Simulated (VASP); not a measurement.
**Zr2HS4: single point with PBE+D3(BJ)**

The system is Zr2HS4, a slab with vacuum.

```
S Zr H
1.0
     7.29768    0.00000    0.00000
    -3.64884    6.31997    0.00000
     0.00000    0.00000   20.91715
S Zr H
8 4 2
Direct
  0.33333 0.16667 0.19123
  0.33333 0.66667 0.19123
  0.83333 0.16667 0.19123
  0.83333 0.66667 0.19123
  0.16667 0.33333 0.33069
  0.16667 0.83333 0.33069
  0.66667 0.33333 0.33069
  0.66667 0.83333 0.33069
  0.00000 0.00000 0.26096
  0.00000 0.50000 0.26096
  0.50000 0.00000 0.26096
  0.50000 0.50000 0.26096
  0.24492 0.75508 0.35221
  0.42174 0.57826 0.35221
```

```yaml
Program: VASP 6.6.1
Task: single point
Functional: PBE
Dispersion: D3(BJ)
Potentials_or_basis: VASP PAW PBE potentials, release 64 (S, Zr_sv, H)
Cutoff: 400 eV
k_mesh: 6 × 6 × 1
Occupations: gaussian, width 0.05 eV
Spin: no spin polarisation
Dipole_correction: yes
Further_INCAR_settings: ALGO = Normal; EDIFF = 1e-06; NBANDS = 62; NELMDL = -8
```

```json
{"Largest force": "13.191 eV/Å", "Band gap on the k mesh": "zero (bands 49 and 50 overlap by 0.40 eV)", "Dispersion energy per atom": "-0.224 eV"}
```

Forces in eV/Å, atoms in the order of the input:
```
S    -0.076  -0.164   0.018
S    -0.114   0.066   0.018
S     0.183  -0.105   0.017
S     0.104   0.148   0.018
S    -0.504   0.352   1.092
S   -10.132   5.850  -3.811
S     0.058  -0.033   0.374
S    -0.557   0.261   1.092
Zr   -0.666   0.384  -1.291
Zr   -0.308  -1.265  -1.254
Zr    0.942   0.899  -1.254
Zr    0.310  -0.179  -0.296
H    10.155  -5.863   6.042
H     0.605  -0.349  -0.764
```

Levels at points of the mesh, in eV from the Fermi level:
```csv
k point,band 47,band 48,band 49,band 50,band 51,band 52
"(0.00, 0.00, 0.00)",-1.50,-1.50,-0.62,-0.22,-0.21,0.32
"(0.50, 0.00, 0.00)",-2.07,-1.87,-0.08,0.26,0.64,1.02
"(0.50, 0.50, 0.00)",-1.96,-1.92,-0.41,0.18,0.73,0.97
```

Run time: 17 min on 1 thread of AMD EPYC 9R45 96-Core Processor (Zen 5), on a shared host, peak memory 0.88 GiB.
